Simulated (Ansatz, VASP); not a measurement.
## GePt2 in VASP and in Ansatz

File POSCAR:

```
GePt2
1.0
    6.2197711168      0.0000000000      0.0000000000
   -3.1098855584      5.3864797929      0.0000000000
    0.0000000000      0.0000000000      3.5568102722
Ge Pt
3 6
Direct
    0.6666666667      0.3333333333      0.0000000000
    0.3333333333      0.6666666667      0.0000000000
    0.0000000000      0.0000000000      0.5000000000
    0.6215256349      0.0000000000      0.5000000000
    0.3784743651      0.3784743651      0.5000000000
    0.0000000000      0.6215256349      0.5000000000
    0.0000000000      0.2825199545      0.0000000000
    0.7174800455      0.7174800455      0.0000000000
    0.2825199545      0.0000000000      0.0000000000
```

Contents of INCAR.step1:

```
PREC     = Accurate       # precision mode
ENCUT    = 520            # plane-wave cutoff, eV
ISMEAR   = 0              # smearing method
SIGMA    = 0.15           # smearing width, eV
LREAL    = F              # projectors in reciprocal space
LASPH    = T              # aspherical terms in the spheres
NELM     = 80             # most SCF steps
NBANDS   = 61             # bands
GGA      = PE             # functional
ALGO     = Normal         # electronic algorithm
EDIFF    = 1E-4           # SCF threshold, eV
LWAVE    = T              # write WAVECAR
LCHARG   = F              # write CHGCAR
```

File INCAR.step2:

```
PREC     = Accurate       # precision mode
ENCUT    = 520            # plane-wave cutoff, eV
EDIFF    = 1E-6           # SCF threshold, eV
ISMEAR   = 0              # smearing method
SIGMA    = 0.15           # smearing width, eV
LREAL    = F              # projectors in reciprocal space
LASPH    = T              # aspherical terms in the spheres
NELM     = 80             # most SCF steps
ALGO     = Normal         # electronic algorithm
ISIF     = 2              # what is computed and relaxed
LWAVE    = F              # write WAVECAR
LCHARG   = F              # write CHGCAR
METAGGA  = R2SCAN         # meta-GGA
LMIXTAU  = T            
NBANDS   = 61             # bands
ISTART   = 1
```

KPOINTS

```
regular mesh
0
Gamma
  6 6 12
```

Input for Ansatz:

```yaml
crystal:
  lattice:
    - [6.2197711168, 0.0, 0.0]
    - [-3.1098855584, 5.3864797929, 0.0]
    - [0.0, 0.0, 3.5568102722]
  atoms:
    - { symbol: Ge, position: [0.6666666667, 0.3333333333, 0.0] }
    - { symbol: Ge, position: [0.3333333333, 0.6666666667, 0.0] }
    - { symbol: Ge, position: [0.0, 0.0, 0.5] }
    - { symbol: Pt, position: [0.6215256349, 0.0, 0.5] }
    - { symbol: Pt, position: [0.3784743651, 0.3784743651, 0.5] }
    - { symbol: Pt, position: [0.0, 0.6215256349, 0.5] }
    - { symbol: Pt, position: [0.0, 0.2825199545, 0.0] }
    - { symbol: Pt, position: [0.7174800455, 0.7174800455, 0.0] }
    - { symbol: Pt, position: [0.2825199545, 0.0, 0.0] }
basis:
  ecutwfc: 500
kpoints:
  mp_grid: { grid: [6, 6, 12] }
hamiltonian:
  xc: r2scan
scf:
  occupations: { method: gaussian, width: 0.15 }
output:
  forces: true
  stress: true
  eigenvalues: true
```

Change from the starting cell: strain -0.0750 x Voigt [1, 1, 0, 0, 0, 0], atoms carried along.

Alike in both runs: task single point; functional r2SCAN; k mesh 6 × 6 × 12; occupations gaussian, width 0.15 eV; no spin polarisation.

```csv
,VASP,Ansatz
version,VASP 6.6.1,Ansatz 0.2.0
potentials or method,"VASP PAW PBE potentials, release 64 (Ge_d, Pt), cutoff 520 eV","scalar-relativistic, plane waves, PAW"
valence electrons in the cell,102,150
```

|  | VASP | Ansatz | Ansatz less VASP |
| --- | --- | --- | --- |
| gap on the k mesh at the Fermi level (eV) | none | none | - |
| pressure (GPa) | 56.1 | 54.6 | -1.46 |
| traceless stress, the component that is largest in VASP (GPa) | -14.95 | -14.48 | +0.474 |
| rms of the force components (eV/Å) | 0.749 | 0.722 | -0.0271 |

VASP's potentials were made for PBE, not for r2SCAN. Atom by atom the forces differ by 0.027 eV/Å (rms over components). A gap of «none» marks a metal or a gap that the smearing closes. Both programs put the cell under a high pressure, so it lies far from rest at this level. VASP's potentials hold 102 valence electrons a cell and Ansatz's 150, so a difference there can come from the potentials and not from the codes.

Neither program's run includes spin-orbit coupling.
